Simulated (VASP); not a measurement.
# BAs (F-43m) in VASP: further runs

The runs below take BAs through single point, with r2SCAN+rVV10, PBE, HF.

Everything below comes from runs of VASP 6.6.1. Logs are shortened: lines on timing, memory, paths and dates and some standing lists are left out, and cuts for length are marked.

## (1) The cell of the first run

The structure is cubic, space group F-43m (No. 216). The conventional cell has a = 4.840 Å, b = 4.840 Å, c = 4.840 Å, α = 90.00°, β = 90.00°, γ = 90.00°. As (site symmetry -43m) has 4 B at 2.10 Å within 2.8 Å. Within 2.8 Å of B (site symmetry -43m) lie 4 As at 2.10 Å.

## (2) Single point, r2SCAN+rVV10

Contents of POSCAR:

```
BAs
1.0
    0.0000000000      2.4199312360      2.4199312360
    2.4199312360      0.0000000000      2.4199312360
    2.4199312360      2.4199312360      0.0000000000
As B
1 1
Direct
    0.7500000000      0.7500000000      0.7500000000
    0.0000000000      0.0000000000      0.0000000000
```

Contents of INCAR.step1:

```
ALGO = Normal
EDIFF = 1E-5
ENCUT = 620
GGA = PE
GGA_COMPAT = F
ISMEAR = -1
LASPH = T
LCHARG = F
LREAL = F
LWAVE = T
NBANDS = 16
NELM = 120
PREC = Accurate
SIGMA = 0.05
```

Contents of INCAR.step2:

```
ALGO = Normal
BPARAM = 11.95
CPARAM = 0.0093
EDIFF = 1E-6
ENCUT = 620
GGA_COMPAT = F
ISIF = 2
ISMEAR = -1
ISTART = 1
IVDW_NL = 2
LASPH = T
LCHARG = T
LELF = T
LMIXTAU = T
LREAL = F
LUSE_VDW = T
LVHAR = T
LWAVE = F
METAGGA = R2SCAN
NBANDS = 16
NELM = 120
PREC = Accurate
SIGMA = 0.05
```

Contents of KPOINTS:

```
k-points
0
Gamma
  10 10 10
```

Potentials or basis: VASP PAW PBE potentials, release 64 (As_d, B).

Run with:

```bash
$ cat potpaw_PBE.64/As_d/POTCAR potpaw_PBE.64/B/POTCAR > POTCAR
$ cp INCAR.step1 INCAR
$ mpirun -np 1 vasp_std > vasp.out
$ cp INCAR.step2 INCAR
$ mpirun -np 1 vasp_std > vasp.out
```

OUTCAR:

```text
BPARAM = 11.95
   EDIFF = 1E-6
   ENCUT = 620
   ISIF = 2
   ISMEAR = -1
   ISTART = 1
   IVDW_NL = 2
   LASPH = T
   LREAL = F
   METAGGA = R2SCAN
   NELM = 120
   PREC = Accurate

 ion  position               nearest neighbor table
   1  0.750  0.750  0.750-   2 2.10   2 2.10   2 2.10   2 2.10
   2  0.000  0.000  0.000-   1 2.10   1 2.10   1 2.10   1 2.10

  LATTYP: Found a face centered cubic cell.
 ALAT       =     4.8398624720

  Lattice vectors:

 A1 = (   0.0000000000,   2.4199312360,   2.4199312360)
 A2 = (   2.4199312360,   0.0000000000,   2.4199312360)
 A3 = (   2.4199312360,   2.4199312360,   0.0000000000)

Analysis of symmetry for initial positions (statically):
=====================================================================
 Subroutine PRICEL returns:
 Original cell was already a primitive cell.

 Routine SETGRP: Setting up the symmetry group for a
 face centered cubic supercell.

 Subroutine GETGRP returns: Found 24 space group operations
 (whereof 24 operations were pure point group operations)
 out of a pool of 48 trial point group operations.

The static configuration has the point symmetry T_d .

Analysis of symmetry for dynamics (positions and initial velocities):
=====================================================================
 Subroutine PRICEL returns:
 Original cell was already a primitive cell.

 Routine SETGRP: Setting up the symmetry group for a
 face centered cubic supercell.

 Subroutine GETGRP returns: Found 24 space group operations
 (whereof 24 operations were pure point group operations)
 out of a pool of 48 trial point group operations.

The dynamic configuration has the point symmetry T_d .

 Subroutine INISYM returns: Found 24 space group operations
 (whereof 24 operations are pure point group operations),
 and found     1 'primitive' translations

----------------------------------------------------------------------------------------

                                     Primitive cell

  volume of cell :      28.3426

  direct lattice vectors                    reciprocal lattice vectors
     0.000000000  2.419931236  2.419931236    -0.206617441  0.206617441  0.206617441
     2.419931236  0.000000000  2.419931236     0.206617441 -0.206617441  0.206617441
     2.419931236  2.419931236  0.000000000     0.206617441  0.206617441 -0.206617441

  length of vectors
     3.422299574  3.422299574  3.422299574     0.357871906  0.357871906  0.357871906

  position of ions in fractional coordinates (direct lattice)
     0.750000000  0.750000000  0.750000000
     0.000000000  0.000000000  0.000000000

  ion indices of the primitive-cell ions
   primitive index   ion index
                 1           1
                 2           2

----------------------------------------------------------------------------------------

 KPOINTS: k-points

Automatic generation of k-mesh.
 Grid dimensions read from file:
 generate k-points for:   10   10   10

 Generating k-lattice:

  Cartesian coordinates                     Fractional coordinates (reciprocal lattice)
    -0.020661744  0.020661744  0.020661744     0.100000000  0.000000000  0.000000000
     0.020661744 -0.020661744  0.020661744     0.000000000  0.100000000  0.000000000
     0.020661744  0.020661744 -0.020661744     0.000000000  0.000000000  0.100000000

  Length of vectors
     0.035787191  0.035787191  0.035787191

  Shift w.r.t. Gamma in fractional coordinates (k-lattice)
     0.000000000  0.000000000  0.000000000

 Subroutine IBZKPT returns following result:
 ===========================================

 Found     47 irreducible k-points:

 Following reciprocal coordinates:
            Coordinates               Weight
  0.000000  0.000000  0.000000      1.000000
  0.100000  0.000000  0.000000      8.000000
  0.200000  0.000000  0.000000      8.000000
  0.300000  0.000000  0.000000      8.000000
  0.400000  0.000000  0.000000      8.000000
  0.500000  0.000000  0.000000      4.000000
[... 16 lines left out ...]
  0.300000  0.300000  0.000000      6.000000
  0.400000  0.300000  0.000000     24.000000
 [... further k-points ...]
   k-points           NKPTS =     47   k-points in BZ     NKDIM =     47   number of bands    NBANDS=     16
   number of dos      NEDOS =    301   number of ions     NIONS =      2
   total plane-waves  NPLWV =  21952
   dimension x,y,z NGX =    28 NGY =   28 NGZ =   28
   dimension x,y,z NGXF=    56 NGYF=   56 NGZF=   56
   ions per type =               1   1
   NGX,Y,Z   is equivalent  to a cutoff of  13.60, 13.60, 13.60 a.u.
   NGXF,Y,Z  is equivalent  to a cutoff of  27.20, 27.20, 27.20 a.u.
 SYSTEM =  unknown system
   PREC   = accura    normal or accurate (medium, high low for compatibility)
   ISTART =      1    job   : 0-new  1-cont  2-samecut
   ICHARG =      0    charge: 1-file 2-atom 10-const
   ISPIN  =      1    spin polarized calculation?
   LNONCOLLINEAR =      F non collinear calculations
   LSORBIT =      F    spin-orbit coupling
   LASPH  =      T    aspherical Exc in radial PAW
   ENCUT  =  620.0 eV  45.57 Ry    6.75 a.u.   6.95  6.95  6.95*2*pi/ulx,y,z
   NELM   =    120;   NELMIN=  2; NELMDL=  0     # of ELM steps
   EDIFF  = 0.1E-05   stopping-criterion for ELM
   LREAL  =      F    real-space projection
[... 7 lines left out ...]
   TEBEG  =    0.0;   TEEND  =   0.0 temperature during run
   PSTRESS=    0.0 pullay stress
   NELECT =      18.0000    total number of electrons
   NUPDOWN=      -1.0000    fix difference up-down
   EMIN   =  10.00;   EMAX   =-10.00  energy-range for DOS
   EFERMI =   0.00;   METHOD = LEGACY
   ISMEAR =    -1;   SIGMA  =   0.05  broadening in eV -4-tet -1-fermi 0-gaus
   EFERMI_NEDOS =   21; number of points for ismear=-14 and -15
   IALGO  =     38    algorithm
   IMIX   =      4    mixing-type and parameters
     AMIX     =   0.40;   BMIX     =  1.00
     AMIX_MAG =   1.60;   BMIX_MAG =  1.00
  volume/ion in A,a.u.               =      14.17        95.63
  Fermi-wavevector in a.u.,A,eV,Ry     =   1.407190  2.659203 26.942023  1.980183
  Thomas-Fermi vector in A             =   2.529474
   LORBIT       =      0    0 simple, 1 ext, 2 COOP (PROOUT), +10 PAW based schemes
   METAGGA = R2SCAN    functional components
   LHFCALC =     F    Hartree Fock is set to
   AEXX    =    0.0000 exact exchange contribution
   IVDW_NL    =     2    kernel type
   BPARAM     =11.9500
   IVDW    =     0    specifies the selected vdW correction
   LEPSILON=     F    determine dielectric tensor
   LRPA    =     F    only Hartree local field effects (RPA)
 non-spin polarized calculation
  energy-cutoff  :      620.00
  volume of cell :       28.34
 maximum number of plane-waves:      1006
   NGX = 13   NGY = 13   NGZ = 13

 number of electron      18.0000000 magnetization

 Free energy of the ion-electron system (eV)
  ---------------------------------------------------
  ext. energy  EPLUGINS =         0.00000000
  ---------------------------------------------------
  free energy    TOTEN  =       -21.83414896 eV

  energy without entropy =      -21.83414895  energy(sigma->0) =      -21.83414895

 E-fermi :   4.9900     XC(G=0): -11.8650

 val. band max:        4.3236370431   @ k =   0.0000   0.0000   0.0000
 cond. band min:       5.6916969906   @ k =   0.4000   0.4000   0.0000
 fundamental gap:      1.3680599475
 Fermi energy:         4.9900464342

 k-point     1 :       0.0000    0.0000    0.0000
  band No.  band energies     occupation
      1     -32.2934      2.00000
      2     -32.2934      2.00000
      3     -32.2934      2.00000
      4     -32.2663      2.00000
      5     -32.2663      2.00000
      6     -11.4868      2.00000
[... 8 lines left out ...]
     15      17.8194      0.00000
     16      17.8194      0.00000

 k-point     2 :       0.1000    0.0000    0.0000
  band No.  band energies     occupation
      1     -32.2931      2.00000
      2     -32.2926      2.00000
      3     -32.2926      2.00000
      4     -32.2663      2.00000
      5     -32.2663      2.00000
      6     -11.3201      2.00000
[... 8 lines left out ...]
     15      16.7430      0.00000
     16      16.7430      0.00000

 k-point     3 :       0.2000    0.0000    0.0000
  band No.  band energies     occupation
      1     -32.2923      2.00000
      2     -32.2909      2.00000
      3     -32.2909      2.00000
      4     -32.2661      2.00000
      5     -32.2661      2.00000
      6     -10.8288      2.00000
[... 8 lines left out ...]
     15      16.0032      0.00000
     16      16.0249      0.00000

 k-point     4 :       0.3000    0.0000    0.0000
  band No.  band energies     occupation
      1     -32.2914      2.00000
      2     -32.2890      2.00000
      3     -32.2890      2.00000
      4     -32.2655      2.00000
      5     -32.2655      2.00000
      6     -10.0517      2.00000
[... 8 lines left out ...]
     15      16.4536      0.00000
     16      16.4536      0.00000

 k-point     5 :       0.4000    0.0000    0.0000
  band No.  band energies     occupation
      1     -32.2906      2.00000
      2     -32.2877      2.00000
      3     -32.2877      2.00000
      4     -32.2647      2.00000
      5     -32.2647      2.00000
      6      -9.1289      2.00000
[... 8 lines left out ...]
     15      18.0192      0.00000
     16      18.0192      0.00000

 k-point     6 :       0.5000    0.0000    0.0000
  band No.  band energies     occupation
      1     -32.2903      2.00000
      2     -32.2873      2.00000
      3     -32.2873      2.00000
      4     -32.2644      2.00000
      5     -32.2644      2.00000
      6      -8.5978      2.00000
[... 8 lines left out ...]
     15      19.5031      0.00000
     16      19.5031      0.00000
[... 267 lines left out ...]
 k-point    21 :      -0.3000    0.2000    0.0000
  band No.  band energies     occupation
      1     -32.2899      2.00000
      2     -32.2872      2.00000
      3     -32.2858      2.00000
      4     -32.2659      2.00000
      5     -32.2650      2.00000
      6      -8.9086      2.00000
[... 8 lines left out ...]
     15      16.8766      0.00000
     16      20.1562      0.00000

 k-point    22 :      -0.2000    0.2000    0.0000
  band No.  band energies     occupation
      1     -32.2911      2.00000
      2     -32.2880      2.00000
      3     -32.2878      2.00000
      4     -32.2667      2.00000
      5     -32.2647      2.00000
      6      -9.7841      2.00000
[... 8 lines left out ...]
     15      17.4509      0.00000
     16      18.9492      0.00000

 k-point    23 :       0.3000    0.3000    0.0000
  band No.  band energies     occupation
      1     -32.2966      2.00000
      2     -32.2836      2.00000
      3     -32.2836      2.00000
      4     -32.2698      2.00000
      5     -32.2626      2.00000
      6      -9.5412      2.00000
[... 8 lines left out ...]
     15      19.8032      0.00000
     16      20.0893      0.00000

 k-point    24 :       0.4000    0.3000    0.0000
  band No.  band energies     occupation
      1     -32.2965      2.00000
      2     -32.2820      2.00000
      3     -32.2818      2.00000
      4     -32.2702      2.00000
      5     -32.2620      2.00000
      6      -8.8035      2.00000
[... 8 lines left out ...]
     15      20.5317      0.00000
     16      20.9068      0.00000

 [... further k-points ...]

------------------------ aborting loop because EDIFF is reached ----------------------------------------

  FORCE on cell =-STRESS in cart. coord.  units (eV):
  Direction    XX          YY          ZZ          XY          YZ          ZX
  --------------------------------------------------------------------------------------
  -------------------------------------------------------------------------------------
  Total       -0.9458109     -0.9458109     -0.9458109     -0.0000000      0.0000000      0.0000000
  in kB      -53.4657702    -53.4657702    -53.4657702     -0.0000000      0.0000000      0.0000000
  external PRESSURE =     -53.4657702 kB  Pullay stress =       0.0000000 kB

 VOLUME and BASIS-vectors are now :
 -----------------------------------------------------------------------------
  energy-cutoff  :      620.00
  volume of cell :       28.34
      direct lattice vectors                 reciprocal lattice vectors
     0.000000000  2.419931236  2.419931236    -0.206617441  0.206617441  0.206617441
     2.419931236  0.000000000  2.419931236     0.206617441 -0.206617441  0.206617441
     2.419931236  2.419931236  0.000000000     0.206617441  0.206617441 -0.206617441

 POSITION                                       TOTAL-FORCE (eV/Angst)
 -----------------------------------------------------------------------------------
      3.62990      3.62990      3.62990         0.000000      0.000000      0.000000
      0.00000      0.00000      0.00000        -0.000000     -0.000000     -0.000000
 -----------------------------------------------------------------------------------
    total drift:                               -0.000001     -0.000001     -0.000001

  FREE ENERGIE OF THE ION-ELECTRON SYSTEM (eV)
  ---------------------------------------------------
  free  energy   TOTEN  =       -21.8341489602 eV

  energy  without entropy=      -21.8341489456  energy(sigma->0) =      -21.83414895
```

Run time: 94 s. Hardware: 1 thread of Intel Xeon Platinum 8488C (Sapphire Rapids), shared host; peak memory 0.27 GiB.

Results:

- Free energy: -21.8341 eV
- Pressure: -5.3 GPa
- Band gap on the k mesh: 1.37 eV (least direct gap 3.38 eV)

Caveat: the cell stands under tension; the PAW data sets were made with another functional, which shifts forces and pressure a little.

## (3) Single point, PBE, non-collinear spin, zero start, spin-orbit coupling

Contents of INCAR:

```
SYSTEM = BAs
ALGO = Normal ; EDIFF = 1E-6
ENCUT = 560 ; GGA = PE
GGA_COMPAT = .FALSE. ; ISIF = 2
ISMEAR = -1 ; LASPH = .TRUE.
LCHARG = .FALSE. ; LNONCOLLINEAR = .TRUE.
LORBIT = 11 ; LORBMOM = .TRUE.
LREAL = .FALSE. ; LSORBIT = .TRUE.
LWAVE = .FALSE. ; MAGMOM = 0 0 0 0 0 0
NBANDS = 30 ; NELM = 200
PREC = Accurate ; SIGMA = 0.05
```

Contents of KPOINTS:

```
k-points
0
G
  10 10 10
  0 0 0
```

POSCAR is that of step 2.

Potentials or basis: VASP PAW PBE potentials, release 64 (As_d, B).

Run with:

```bash
$ cat potpaw_PBE.64/As_d/POTCAR potpaw_PBE.64/B/POTCAR > POTCAR
$ mpirun -np 1 vasp_ncl > vasp.out
```

Run time: 3.4 min. Hardware: 1 thread of Intel Xeon Platinum 8259CL at 2.50GHz (Skylake/Cascade Lake), shared host; peak memory 0.3 GiB.

The run converged. Its results:

* Free energy: -11.4535 eV
* Pressure: -2.6 GPa
* Net moment: 0.00 μB per cell
* Valence electrons inside the program's atomic spheres: As 13.81; B 1.79

Moments on the atoms (μB; x, y, z):
```
As  0.00 0.00 0.00
B   0.00 0.00 0.00
```

(Continued in part 2 of 2.)
